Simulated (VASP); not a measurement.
Runs of VASP 6.6.1 on MgW. The structure is that of space group P-6m2 (No. 187), or close to it. The cells are those of the table. The cell was generated, and may not be a known phase.

| task | cell | k mesh | cutoff (eV) | gap on the mesh (eV) | pressure (GPa) | relaxed volume (Å³/atom) |
| --- | --- | --- | --- | --- | --- | --- |
| single point | a = 3.104, b = 3.104, c = 4.731 Å, angles 90.0, 90.0, 120.0°, 2 atoms | 6 × 6 × 4 | 520 | none | -14.4 | - |
| relaxation of cell and atoms | relaxed from a = 3.104, b = 3.104, c = 4.731 Å, angles 90.0, 90.0, 120.0°, 2 atoms | 6 × 6 × 4 | 600 | none | 0.0 | (a) |
| single point | a = 2.857, b = 2.857, c = 4.918 Å, angles 90.0, 90.0, 120.0°, 2 atoms | 6 × 6 × 4 | 520 | none | 0.1 | - |
| relaxation of cell and atoms | relaxed from a = 2.857, b = 2.857, c = 4.918 Å, angles 90.0, 90.0, 120.0°, 2 atoms | 9 × 9 × 4 | 600 | none | 0.1 | 17.26 |
| single point | a = 2.846, b = 2.846, c = 4.927 Å, angles 90.0, 90.0, 120.0°, 2 atoms | 9 × 9 × 4 | 520 | none | -0.1 | - |

Alike in all rows: level PBE; potentials or basis VASP PAW PBE potentials, release 64 (Mg, W_sv); no spin polarisation; smearing gaussian 0.1 eV.

Question: Fill in the values left out.

Answer: (a) 17.40.

Caveats: some runs use coarse meshes; spin-orbit coupling is left out, which moves the levels of the heavy elements.

A k mesh can miss the band edges, and the runs leave out spin-orbit coupling on W.

A gap of «none» marks levels without a gap at the run's occupations.
